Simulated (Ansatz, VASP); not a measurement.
**One calculation of Hg, two programs**

```
Hg
1.0
    -1.81439    1.81439    1.81439
     1.81439   -1.81439    1.81439
     1.81439    1.81439   -1.81439
Hg
1
Direct
  0.00000 0.00000 0.00000
```

Alike in both runs: task single point; functional PBEsol; k mesh 15 × 15 × 15; occupations tetrahedron; no spin polarisation.

```csv
,VASP,Ansatz
version,VASP 6.6.1,Ansatz 0.2.0
potentials or method,"VASP PAW PBE potentials, release 64 (Hg), cutoff 520 eV","all-electron PAW with datasets made for the crystal, scalar-relativistic"
```

Ansatz gave:

- gap on the k mesh at the Fermi level (eV): none
- pressure (GPa): 0.3

Question: What did VASP give for the same quantities?

Answer: gap on the k mesh at the Fermi level (eV): none; pressure (GPa): 0.7.

VASP's potentials were made for PBE, not for PBEsol. A gap of «none» marks a metal or a gap that the smearing closes. Ansatz ran all-electron here, and VASP with PAW potentials. Ansatz's warnings: tetrahedron derivatives may miss energy slope.

Neither program's run includes spin-orbit coupling.
